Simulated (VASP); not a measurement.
# B3N4 in VASP: notebook

The runs below take B3N4 through single point, with PBE+D3(BJ).

All numbers are computed with VASP 6.6.1; they aren't measurements. Logs are shortened: lines on timing, memory, paths and dates and some standing lists are left out, and cuts for length are marked.

## Step 1: The cell of the first run

The cell holds a slab with vacuum, 14 atoms: a = 5.011 Å, b = 3.601 Å, c = 23.441 Å, α = 90.00°, β = 90.00°, γ = 110.36°.

## Step 2: Single point, PBE+D3(BJ)

INCAR

```
PREC = Accurate
ENCUT = 520
EDIFF = 1E-6
ISMEAR = 0
SIGMA = 0.05
LREAL = False
LASPH = True
NELM = 100
ALGO = Normal
ISIF = 2
LWAVE = False
LCHARG = False
LDIPOL = True
IDIPOL = 3
DIPOL = 0.5 0.5 0.312
GGA = PE
IVDW = 12
NBANDS = 42
```

KPOINTS

```
Automatic mesh
0
Gamma
  6 8 1
```

POSCAR

```
B3N4
1.0
    5.0107822389      0.0000000000      0.0000000000
   -1.2526955597      3.3759068817      0.0000000000
    0.0000000000      0.0000000000     23.4409409452
N B
8 6
Direct
    0.0225224603      0.0900898411      0.1706416141
    0.5225224603      0.0900898411      0.1706416141
    0.3069455752      0.2277823008      0.2610541488
    0.8069455752      0.2277823008      0.2610541488
    0.0866484587      0.3466275527      0.3533460338
    0.5866484587      0.3466275527      0.3533460338
    0.5937108248      0.8748772852      0.5051393190
    0.5937108248      0.8748772852      0.5520657629
    0.2842051402      0.1368205610      0.2007528062
    0.7842051402      0.1368205610      0.2007528062
    0.0673540684      0.2694189847      0.2895469474
    0.5673540684      0.2694189847      0.2895469474
    0.3437108248      0.3748772852      0.3814241487
    0.8437108248      0.3748772852      0.3814241487
```

Potentials or basis: VASP PAW PBE potentials, release 64 (N, B).

Run with:

```
$ cat potpaw_PBE.64/N/POTCAR potpaw_PBE.64/B/POTCAR > POTCAR
$ mpirun -np 1 vasp_std > vasp.out
```

OUTCAR:

```text
PREC = Accurate
   ENCUT = 520
   EDIFF = 1E-6
   ISMEAR = 0
   LREAL = False
   LASPH = True
   NELM = 100
   ISIF = 2
   GGA = PE
   IVDW = 12
 IVDW          = 12

 ion  position               nearest neighbor table
   1  0.023  0.090  0.171-   9 1.45  10 1.45
   2  0.523  0.090  0.171-  10 1.45   9 1.45
   3  0.307  0.228  0.261-  12 1.43  11 1.43   9 1.45
   4  0.807  0.228  0.261-  11 1.43  12 1.43  10 1.45
   5  0.087  0.347  0.353-  13 1.42  14 1.42  11 1.52
   6  0.587  0.347  0.353-  14 1.42  13 1.42  12 1.52
   7  0.594  0.875  0.505-   8 1.10
   8  0.594  0.875  0.552-   7 1.10
   9  0.284  0.137  0.201-   3 1.45   1 1.45   2 1.45
  10  0.784  0.137  0.201-   4 1.45   2 1.45   1 1.45
  11  0.067  0.269  0.290-   4 1.43   3 1.43   5 1.52
  12  0.567  0.269  0.290-   3 1.43   4 1.43   6 1.52
  13  0.344  0.375  0.381-   5 1.42   6 1.42
  14  0.844  0.375  0.381-   6 1.42   5 1.42

  Warning from LATTYP: Monoclinic adjustment (A1->A3, A2->A1, A3->A2)!
  LATTYP: Found a simple monoclinic cell.
 ALAT       =     3.6008323259
 B/A-ratio  =     6.5098673928
 C/A-ratio  =     1.3915622238
 COS(beta)  =    -0.3478905559

  Lattice vectors:

 A1 = (  -1.2526955597,   3.3759068817,   0.0000000000)
 A2 = (   0.0000000000,   0.0000000000,  23.4409409452)
 A3 = (   5.0107822389,   0.0000000000,   0.0000000000)

Analysis of symmetry for initial positions (statically):
=====================================================================
 Subroutine PRICEL returns:
 Original cell was already a primitive cell.

 Routine SETGRP: Setting up the symmetry group for a
 simple monoclinic supercell.

 Subroutine GETGRP returns: Found  1 space group operations
 (whereof  1 operations were pure point group operations)
 out of a pool of  4 trial point group operations.

The static configuration has the point symmetry C_1 .

Analysis of symmetry for dynamics (positions and initial velocities):
=====================================================================
 Subroutine PRICEL returns:
 Original cell was already a primitive cell.

 Routine SETGRP: Setting up the symmetry group for a
 simple monoclinic supercell.

 Subroutine GETGRP returns: Found  1 space group operations
 (whereof  1 operations were pure point group operations)
 out of a pool of  4 trial point group operations.

The dynamic configuration has the point symmetry C_1 .

 Subroutine INISYM returns: Found  1 space group operations
 (whereof  1 operations are pure point group operations),
 and found     1 'primitive' translations

----------------------------------------------------------------------------------------

                                     Primitive cell

  volume of cell :     396.5254

  direct lattice vectors                    reciprocal lattice vectors
     5.010782239  0.000000000  0.000000000     0.199569638  0.074054175  0.000000000
    -1.252695560  3.375906882  0.000000000     0.000000000  0.296216701  0.000000000
     0.000000000  0.000000000 23.440940945     0.000000000  0.000000000  0.042660404

  length of vectors
     5.010782239  3.600832326 23.440940945     0.212866300  0.296216701  0.042660404

  position of ions in fractional coordinates (direct lattice)
     0.022522460  0.090089841  0.170641614
     0.522522460  0.090089841  0.170641614
     0.306945575  0.227782301  0.261054149
     0.806945575  0.227782301  0.261054149
     0.086648459  0.346627553  0.353346034
     0.586648459  0.346627553  0.353346034
     0.593710825  0.874877285  0.505139319
     0.593710825  0.874877285  0.552065763
     0.284205140  0.136820561  0.200752806
     0.784205140  0.136820561  0.200752806
     0.067354068  0.269418985  0.289546947
     0.567354068  0.269418985  0.289546947
     0.343710825  0.374877285  0.381424149
     0.843710825  0.374877285  0.381424149

  ion indices of the primitive-cell ions
   primitive index   ion index
                 1           1
                 2           2
                 3           3
                 4           4
                 5           5
                 6           6
                 7           7
                 8           8
                 9           9
                10          10
                11          11
                12          12
                13          13
                14          14

----------------------------------------------------------------------------------------

 KPOINTS: Automatic mesh

Automatic generation of k-mesh.
 Grid dimensions read from file:
 generate k-points for:    6    8    1

 Generating k-lattice:

  Cartesian coordinates                     Fractional coordinates (reciprocal lattice)
     0.033261606  0.012342363  0.000000000     0.166666667  0.000000000  0.000000000
     0.000000000  0.037027088  0.000000000     0.000000000  0.125000000  0.000000000
     0.000000000  0.000000000  0.042660404     0.000000000  0.000000000  1.000000000

  Length of vectors
     0.035477717  0.037027088  0.042660404

  Shift w.r.t. Gamma in fractional coordinates (k-lattice)
     0.000000000  0.000000000  0.000000000

 Subroutine IBZKPT returns following result:
 ===========================================

 Found     26 irreducible k-points:

 Following reciprocal coordinates:
            Coordinates               Weight
  0.000000  0.000000  0.000000      1.000000
  0.166667  0.000000  0.000000      2.000000
  0.333333  0.000000  0.000000      2.000000
  0.500000  0.000000  0.000000      1.000000
  0.000000  0.125000  0.000000      2.000000
  0.166667  0.125000  0.000000      2.000000
[... 16 lines left out ...]
  0.000000  0.500000  0.000000      1.000000
  0.166667  0.500000  0.000000      2.000000
 [... further k-points ...]
   k-points           NKPTS =     26   k-points in BZ     NKDIM =     26   number of bands    NBANDS=     42
   number of dos      NEDOS =    301   number of ions     NIONS =     14
   total plane-waves  NPLWV = 201600
   dimension x,y,z NGX =    40 NGY =   28 NGZ =  180
   dimension x,y,z NGXF=    80 NGYF=   56 NGZF=  360
   ions per type =               8   6
   NGX,Y,Z   is equivalent  to a cutoff of  13.27, 12.93, 12.77 a.u.
   NGXF,Y,Z  is equivalent  to a cutoff of  26.54, 25.85, 25.53 a.u.
 SYSTEM =  unknown system
   PREC   = accura    normal or accurate (medium, high low for compatibility)
   ISTART =      0    job   : 0-new  1-cont  2-samecut
   ICHARG =      2    charge: 1-file 2-atom 10-const
   ISPIN  =      1    spin polarized calculation?
   LNONCOLLINEAR =      F non collinear calculations
   LSORBIT =      F    spin-orbit coupling
   LASPH  =      T    aspherical Exc in radial PAW
   ENCUT  =  520.0 eV  38.22 Ry    6.18 a.u.   9.32  6.70 43.58*2*pi/ulx,y,z
   NELM   =    100;   NELMIN=  2; NELMDL= -5     # of ELM steps
   EDIFF  = 0.1E-05   stopping-criterion for ELM
   LREAL  =      F    real-space projection
   EDIFFG = 0.1E-04   stopping-criterion for IOM
   NSW    =      0    number of steps for IOM
   IBRION =     -1    ionic relax: 0-MD 1-quasi-New 2-CG
   NFREE  =      0    steps in history (QN), initial steepest desc. (CG)
   ISIF   =      2    stress and relaxation
   ISYM   =      2    0-nonsym 1-usesym 2-fastsym
   POTIM  = 0.5000    time-step for ionic-motion
   TEBEG  =    0.0;   TEEND  =   0.0 temperature during run
   PSTRESS=    0.0 pullay stress
   NELECT =      58.0000    total number of electrons
   NUPDOWN=      -1.0000    fix difference up-down
   EMIN   =  10.00;   EMAX   =-10.00  energy-range for DOS
   EFERMI =   0.00;   METHOD = LEGACY
   ISMEAR =     0;   SIGMA  =   0.05  broadening in eV -4-tet -1-fermi 0-gaus
   EFERMI_NEDOS =   21; number of points for ismear=-14 and -15
   IALGO  =     38    algorithm
   IMIX   =      4    mixing-type and parameters
     AMIX     =   0.40;   BMIX     =  1.00
     AMIX_MAG =   1.60;   BMIX_MAG =  1.00
  volume/ion in A,a.u.               =      28.32       191.13
  Fermi-wavevector in a.u.,A,eV,Ry     =   0.862569  1.630019 10.123077  0.744025
  Thomas-Fermi vector in A             =   1.980390
   LORBIT       =      0    0 simple, 1 ext, 2 COOP (PROOUT), +10 PAW based schemes
   GGA     = PE    functional components
   LHFCALC =     F    Hartree Fock is set to
   AEXX    =    0.0000 exact exchange contribution
   IVDW    =    12    specifies the selected vdW correction
   LEPSILON=     F    determine dielectric tensor
   LRPA    =     F    only Hartree local field effects (RPA)
 non-spin polarized calculation
 Gauss-broadening in eV      SIGMA  =   0.05
  energy-cutoff  :      520.00
  volume of cell :      396.53
 maximum number of plane-waves:     10722
 NGX is ok and might be reduce to    40
   NGX = 19   NGY = 13   NGZ = 87

 dipolmoment           0.000000      0.000000      0.201075 electrons x Angstroem

 number of electron      57.9999999 magnetization

 dipolmoment           0.000000      0.000000     -0.321448 electrons x Angstroem

 Free energy of the ion-electron system (eV)
  ---------------------------------------------------
  ext. energy  EPLUGINS =         0.00000000
  ---------------------------------------------------
  free energy    TOTEN  =      -109.31667638 eV

  energy without entropy =     -109.30392933  energy(sigma->0) =     -109.31030285

 E-fermi :  -3.2899     XC(G=0):  -4.2480

 val. band max:       -3.2980203778   @ k =  -0.3333   0.2500   0.0000
 cond. band min:      -3.2837408559   @ k =   0.1667   0.1250   0.0000
 fundamental gap:      0.0142795219
 Fermi energy:        -3.2899342495

 k-point     1 :       0.0000    0.0000    0.0000
  band No.  band energies     occupation
      1     -26.9751      2.00000
      2     -22.8542      2.00000
      3     -21.2978      2.00000
      4     -20.6080      2.00000
      5     -19.8075      2.00000
      6     -18.0488      2.00000
[... 33 lines left out ...]
     40       2.1742      0.00000
     41       2.9374      0.00000

 k-point     2 :       0.1667    0.0000    0.0000
  band No.  band energies     occupation
      1     -26.9747      2.00000
      2     -22.7559      2.00000
      3     -21.2113      2.00000
      4     -20.8849      2.00000
      5     -19.8813      2.00000
      6     -17.9747      2.00000
[... 33 lines left out ...]
     40       2.3599      0.00000
     41       3.1748      0.00000

 k-point     3 :       0.3333    0.0000    0.0000
  band No.  band energies     occupation
      1     -26.9741      2.00000
      2     -22.4681      2.00000
      3     -21.4465      2.00000
      4     -20.9608      2.00000
      5     -20.1755      2.00000
      6     -17.7653      2.00000
[... 875 lines left out ...]
      2     -22.6014      2.00000
      3     -21.0977      2.00000
      4     -20.6079      2.00000
      5     -19.8075      2.00000
      6     -17.8596      2.00000
[... 33 lines left out ...]
     40       3.9937      0.00000
     41       4.3764      0.00000

 k-point    24 :       0.1667    0.5000    0.0000
  band No.  band energies     occupation
      1     -26.9409      2.00000
      2     -22.5154      2.00000
      3     -21.0220      2.00000
      4     -20.8540      2.00000
      5     -19.8669      2.00000
      6     -17.7957      2.00000
[... 33 lines left out ...]
     40       4.1180      0.00000
     41       4.5925      0.00000

 [... further k-points ...]

 [bands above 41 left out]

------------------------ aborting loop because EDIFF is reached ----------------------------------------

 vacuum level on the upper side and lower side of the slab       (xc-potential included)        -1.849         1.570

 Edisp (eV)   -1.44927

 E8    (eV) :    -0.4389

  FORCE on cell =-STRESS in cart. coord.  units (eV):
  Direction    XX          YY          ZZ          XY          YZ          ZX
  --------------------------------------------------------------------------------------
  -------------------------------------------------------------------------------------
  Total      -3.63193    -0.61829     6.21482     0.01262     0.95773     0.01350
  in kB     -14.67497    -2.49821    25.11123     0.05098     3.86974     0.05453
  external pressure =        2.65 kB  Pullay stress =        0.00 kB

 VOLUME and BASIS-vectors are now :
 -----------------------------------------------------------------------------
  energy-cutoff  :      520.00
  volume of cell :      396.53
      direct lattice vectors                 reciprocal lattice vectors
     5.010782239  0.000000000  0.000000000     0.199569638  0.074054175  0.000000000
    -1.252695560  3.375906882  0.000000000     0.000000000  0.296216701  0.000000000
     0.000000000  0.000000000 23.440940945     0.000000000  0.000000000  0.042660404

 POSITION                                       TOTAL-FORCE (eV/Angst)
 -----------------------------------------------------------------------------------
      0.00000      0.30413      4.00000        -0.000102      0.258357      1.847295
      2.50539      0.30413      4.00000        -0.000667      0.247654      1.783052
      1.25270      0.76897      6.11935         0.001132      0.434030      2.185782
      3.75809      0.76897      6.11935        -0.002066      0.434601      2.188563
     -0.00004      1.17018      8.28276         0.003658     -0.013192     -0.142328
      2.50535      1.17018      8.28276        -0.005359      0.036434      0.309192
      1.87900      2.95350     11.84094         0.005180      0.016841     -2.215271
      1.87900      2.95350     12.94094        -0.001742     -0.007429      2.266294
      1.25270      0.46189      4.70583         0.014178     -0.689190     -4.000634
      3.75809      0.46189      4.70583        -0.013828     -0.689425     -4.001524
     -0.00000      0.90953      6.78725         0.002357     -0.002229     -0.021762
      2.50539      0.90953      6.78725        -0.002406     -0.028863     -0.091852
      1.25265      1.26555      8.94094        -0.253028     -0.140595     -0.065817
      3.75804      1.26555      8.94094         0.252692      0.143006     -0.040990
 -----------------------------------------------------------------------------------
    total drift:                               -0.000078     -0.000175     -0.001403

  FREE ENERGIE OF THE ION-ELECTRON SYSTEM (eV)
  ---------------------------------------------------
  free  energy   TOTEN  =      -110.7659490365 eV

  energy  without entropy=     -110.7532019856  energy(sigma->0) =     -110.75957551

 vacuum level on the upper side and lower side of the slab         1.597         5.056
```

It took 11 min on 1 thread of Intel Xeon 6975P-C (Granite Rapids), shared host; peak memory 0.66 GiB.

Results:

```
Free energy                : -110.7659 eV
Largest force              : 4.061 eV/Å
Band gap on the k mesh     : zero (bands 29 and 30 overlap by 0.42 eV)
Dispersion energy per atom : -0.104 eV
```

Forces in eV/Å, atoms in the order of the input:
```
N    0.000  0.258  1.847
N   -0.001  0.248  1.783
N    0.001  0.434  2.186
N   -0.002  0.435  2.189
N    0.004 -0.013 -0.142
N   -0.005  0.036  0.309
N    0.005  0.017 -2.215
N   -0.002 -0.007  2.266
B    0.014 -0.689 -4.001
B   -0.014 -0.689 -4.002
B    0.002 -0.002 -0.022
B   -0.002 -0.029 -0.092
B   -0.253 -0.141 -0.066
B    0.253  0.143 -0.041
```

Caveat: the standard files for N, O and F lose accuracy on very short bonds.

[end of part 1 of 2]
